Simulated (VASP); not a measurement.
# GaN (F-43m) in VASP: notebook, part 2 of 2

VASP 6.6.1. The steps go on from the part before.

### 3 Single point, PBEsol

This run uses another cell than the first one, of 10.42 Å³/atom, 1.035 times its volume.

Contents of INCAR:

```
PREC = Accurate ; ENCUT = 520
EDIFF = 1E-7 ; ISMEAR = -1
SIGMA = 0.05 ; LREAL = False
LASPH = True ; NELM = 60
ALGO = Normal ; ISIF = 2
LWAVE = False ; LCHARG = True
GGA = PS ; LELF = True
LVHAR = True ; NBANDS = 16
```

Contents of KPOINTS:

```
Automatic mesh
0
Gamma
  10 10 10
```

Contents of POSCAR:

```
GaN
1.0
    0.0000000000      2.1842550945      2.1842550945
    2.1842550945      0.0000000000      2.1842550945
    2.1842550945      2.1842550945      0.0000000000
Ga N
1 1
Direct
    0.0000000000      0.0000000000      0.0000000000
    0.2500000000      0.2500000000      0.2500000000
```

Potentials or basis: VASP PAW PBE potentials, release 64 (Ga_d, N).

Started as:

```bash
$ cat potpaw_PBE.64/Ga_d/POTCAR potpaw_PBE.64/N/POTCAR > POTCAR
$ mpirun -np 1 vasp_std > vasp.out
```

OUTCAR:

```text
PREC = Accurate
   ENCUT = 520
   EDIFF = 1E-7
   ISMEAR = -1
   LREAL = False
   LASPH = True
   NELM = 60
   ISIF = 2
   GGA = PS

 ion  position               nearest neighbor table
   1  0.000  0.000  0.000-   2 1.89   2 1.89   2 1.89   2 1.89
   2  0.250  0.250  0.250-   1 1.89   1 1.89   1 1.89   1 1.89

  LATTYP: Found a face centered cubic cell.
 ALAT       =     4.3685101890

  Lattice vectors:

 A1 = (   0.0000000000,   2.1842550945,   2.1842550945)
 A2 = (   2.1842550945,   0.0000000000,   2.1842550945)
 A3 = (   2.1842550945,   2.1842550945,   0.0000000000)

Analysis of symmetry for initial positions (statically):
=====================================================================
 Subroutine PRICEL returns:
 Original cell was already a primitive cell.

 Routine SETGRP: Setting up the symmetry group for a
 face centered cubic supercell.

 Subroutine GETGRP returns: Found 24 space group operations
 (whereof 24 operations were pure point group operations)
 out of a pool of 48 trial point group operations.

The static configuration has the point symmetry T_d .

Analysis of symmetry for dynamics (positions and initial velocities):
=====================================================================
 Subroutine PRICEL returns:
 Original cell was already a primitive cell.

 Routine SETGRP: Setting up the symmetry group for a
 face centered cubic supercell.

 Subroutine GETGRP returns: Found 24 space group operations
 (whereof 24 operations were pure point group operations)
 out of a pool of 48 trial point group operations.

The dynamic configuration has the point symmetry T_d .

 Subroutine INISYM returns: Found 24 space group operations
 (whereof 24 operations are pure point group operations),
 and found     1 'primitive' translations

[... 105 lines left out ...]
   NELECT =      18.0000    total number of electrons
   NUPDOWN=      -1.0000    fix difference up-down
   EMIN   =  10.00;   EMAX   =-10.00  energy-range for DOS
   EFERMI =   0.00;   METHOD = LEGACY
   ISMEAR =    -1;   SIGMA  =   0.05  broadening in eV -4-tet -1-fermi 0-gaus
   EFERMI_NEDOS =   21; number of points for ismear=-14 and -15
   IALGO  =     38    algorithm
   IMIX   =      4    mixing-type and parameters
     AMIX     =   0.40;   BMIX     =  1.00
     AMIX_MAG =   1.60;   BMIX_MAG =  1.00
  volume/ion in A,a.u.               =      10.42        70.32
  Fermi-wavevector in a.u.,A,eV,Ry     =   1.559022  2.946125 33.069645  2.430550
  Thomas-Fermi vector in A             =   2.662441
   LORBIT       =      0    0 simple, 1 ext, 2 COOP (PROOUT), +10 PAW based schemes
   GGA     = PS    functional components
   LHFCALC =     F    Hartree Fock is set to
   AEXX    =    0.0000 exact exchange contribution
   IVDW    =     0    specifies the selected vdW correction
   LEPSILON=     F    determine dielectric tensor
   LRPA    =     F    only Hartree local field effects (RPA)
 non-spin polarized calculation
  energy-cutoff  :      520.00
  volume of cell :       20.84
 maximum number of plane-waves:       571
   NGX = 11   NGY = 11   NGZ = 11

 number of electron      17.9999991 magnetization

 Free energy of the ion-electron system (eV)
  ---------------------------------------------------
  ext. energy  EPLUGINS =         0.00000000
  ---------------------------------------------------
  free energy    TOTEN  =       -13.01423894 eV

  energy without entropy =      -13.01423894  energy(sigma->0) =      -13.01423894

 E-fermi :   7.2805     XC(G=0): -12.4137

 val. band max:        6.2271676349   @ k =   0.0000   0.0000   0.0000
 cond. band min:       8.5081421044   @ k =   0.0000   0.0000   0.0000
 fundamental gap:      2.2809744696
 Fermi energy:         7.2805297889

 k-point     1 :       0.0000    0.0000    0.0000
  band No.  band energies     occupation
      1     -10.5622      2.00000
      2      -7.3038      2.00000
      3      -7.3038      2.00000
      4      -7.3038      2.00000
      5      -6.8700      2.00000
      6      -6.8700      2.00000
[... 433 lines left out ...]
      3      -7.0068      2.00000
      4      -7.0041      2.00000
      5      -6.7908      2.00000
      6      -6.0649      2.00000
[... 8 lines left out ...]
     15      29.5922      0.00000
     16      29.9706      0.00000

 [... further k-points ...]
[... 5 lines left out ...]
  --------------------------------------------------------------------------------------
  -------------------------------------------------------------------------------------
  Total        2.5600385      2.5600385      2.5600385      0.0000000      0.0000000      0.0000000
  in kB      196.7963376    196.7963376    196.7963376      0.0000000      0.0000000      0.0000000
  external PRESSURE =     196.7963376 kB  Pullay stress =       0.0000000 kB

 VOLUME and BASIS-vectors are now :
 -----------------------------------------------------------------------------
  energy-cutoff  :      520.00
  volume of cell :       20.84
      direct lattice vectors                 reciprocal lattice vectors
     0.000000000  2.184255095  2.184255095    -0.228910992  0.228910992  0.228910992
     2.184255095  0.000000000  2.184255095     0.228910992 -0.228910992  0.228910992
     2.184255095  2.184255095  0.000000000     0.228910992  0.228910992 -0.228910992

 POSITION                                       TOTAL-FORCE (eV/Angst)
 -----------------------------------------------------------------------------------
      0.00000      0.00000      0.00000        -0.000000     -0.000000     -0.000000
      1.09213      1.09213      1.09213         0.000000      0.000000      0.000000
 -----------------------------------------------------------------------------------
    total drift:                                0.000002      0.000002      0.000001

  FREE ENERGIE OF THE ION-ELECTRON SYSTEM (eV)
  ---------------------------------------------------
  free  energy   TOTEN  =       -13.0142389399 eV

  energy  without entropy=      -13.0142389399  energy(sigma->0) =      -13.01423894
```

It took 12 s on 1 thread of Intel Xeon 6975P-C, shared host; peak memory 0.14 GiB.

What came out:

```
Free energy            : -13.0142 eV
Pressure               : 19.7 GPa
Band gap on the k mesh : 2.28 eV, direct
```

Caveat: the PAW data sets were made with another functional, which shifts forces and pressure a little. Expect the measured gap to be larger: semilocal functionals such as PBEsol lack the derivative discontinuity.

### 4 Single point, PBEsol

This run uses another cell than the first one, of 11.09 Å³/atom, 1.102 times its volume.

Contents of INCAR:

```
SYSTEM = GaN
PREC = Accurate
ENCUT = 520
EDIFF = 1E-6
ISMEAR = -1
SIGMA = 0.05
LREAL = .FALSE.
LASPH = .TRUE.
NELM = 80
ALGO = Normal
ISIF = 2
LWAVE = .FALSE.
LCHARG = .TRUE.
GGA = PS
LELF = .TRUE.
LVHAR = .TRUE.
NBANDS = 16
```

Contents of KPOINTS:

```
regular mesh
0
G
  10 10 10
  0 0 0
```

Contents of POSCAR:

```
GaN
1.0
    0.0000000000      2.2302882297      2.2302882297
    2.2302882297      0.0000000000      2.2302882297
    2.2302882297      2.2302882297      0.0000000000
Ga N
1 1
Direct
    0.0000000000      0.0000000000      0.0000000000
    0.2500000000      0.2500000000      0.2500000000
```

Potentials or basis: VASP PAW PBE potentials, release 64 (Ga_d, N).

Started as:

```bash
$ cat potpaw_PBE.64/Ga_d/POTCAR potpaw_PBE.64/N/POTCAR > POTCAR
$ mpirun -np 1 vasp_std > vasp.out
```

OUTCAR:

```text
SYSTEM = GaN
   PREC = Accurate
   ENCUT = 520
   EDIFF = 1E-6
   ISMEAR = -1
   LREAL = .FALSE.
   LASPH = .TRUE.
   NELM = 80
   ISIF = 2
   GGA = PS

 ion  position               nearest neighbor table
   1  0.000  0.000  0.000-   2 1.93   2 1.93   2 1.93   2 1.93
   2  0.250  0.250  0.250-   1 1.93   1 1.93   1 1.93   1 1.93

  LATTYP: Found a face centered cubic cell.
 ALAT       =     4.4605764594

  Lattice vectors:

 A1 = (   0.0000000000,   2.2302882297,   2.2302882297)
[... 624 lines left out ...]
      3      -7.6929      2.00000
      4      -7.6916      2.00000
      5      -7.5165      2.00000
      6      -6.7062      2.00000
[... 8 lines left out ...]
     15      28.1670      0.00000
     16      28.1981      0.00000

 [... further k-points ...]
[... 5 lines left out ...]
  --------------------------------------------------------------------------------------
  -------------------------------------------------------------------------------------
  Total        0.6592768      0.6592768      0.6592768      0.0000000      0.0000000      0.0000000
  in kB       47.6064062     47.6064062     47.6064062      0.0000000      0.0000000      0.0000000
  external PRESSURE =      47.6064062 kB  Pullay stress =       0.0000000 kB

 VOLUME and BASIS-vectors are now :
 -----------------------------------------------------------------------------
  energy-cutoff  :      520.00
  volume of cell :       22.19
      direct lattice vectors                 reciprocal lattice vectors
     0.000000000  2.230288230  2.230288230    -0.224186270  0.224186270  0.224186270
     2.230288230  0.000000000  2.230288230     0.224186270 -0.224186270  0.224186270
     2.230288230  2.230288230  0.000000000     0.224186270  0.224186270 -0.224186270

 POSITION                                       TOTAL-FORCE (eV/Angst)
 -----------------------------------------------------------------------------------
      0.00000      0.00000      0.00000         0.000000     -0.000000      0.000000
      1.11514      1.11514      1.11514        -0.000000      0.000000     -0.000000
 -----------------------------------------------------------------------------------
    total drift:                                0.000001      0.000001      0.000001

  FREE ENERGIE OF THE ION-ELECTRON SYSTEM (eV)
  ---------------------------------------------------
  free  energy   TOTEN  =       -13.1143782162 eV

  energy  without entropy=      -13.1143782162  energy(sigma->0) =      -13.11437822
```

It took 14 s on 1 thread of Intel Xeon 6975P-C, shared host; peak memory 0.15 GiB.

Results:

```yaml
Free_energy: -13.1144 eV
Pressure: 4.8 GPa
Band_gap_on_the_k_mesh: 1.88 eV, direct
```

Levels at points of the mesh, in eV from the valence-band top:
```
           k point  band 5  band 6  band 7  band 8  band 9  band 10  band 11  band 12  band 13  band 14
(0.00, 0.00, 0.00)  -13.08  -13.08    0.00    0.00    0.00     1.88    10.40    10.40    10.40    17.80
(0.50, 0.00, 0.00)  -13.03  -11.83   -7.32   -1.02   -1.02     4.77     8.79    10.42    10.42    15.70
(0.50, 0.50, 0.00)  -12.99  -11.40   -6.31   -2.85   -2.85     3.23     6.74    11.80    14.21    14.21
```

Caveat: the PAW data sets were made with another functional, which shifts forces and pressure a little.

### 5 The runs side by side

```tsv
cell	gap on the mesh (eV)	pressure (GPa)
a = 3.054 Å, angles 60.0°, 2 atoms	2.50	29.6
a = 3.089 Å, angles 60.0°, 2 atoms	2.28	19.7
a = 3.154 Å, angles 60.0°, 2 atoms	1.88	4.8
```

Alike in all rows: task single point; level PBEsol; potentials or basis VASP PAW PBE potentials, release 64 (Ga_d, N); no spin polarisation; k mesh 10 × 10 × 10; cutoff (eV) 520; smearing fermi-dirac 0.05 eV.

Caveats: the PAW data sets were made with another functional, which shifts forces and pressure a little.

Total energies depend on the potentials used, so only differences within one code and one set of settings carry meaning.
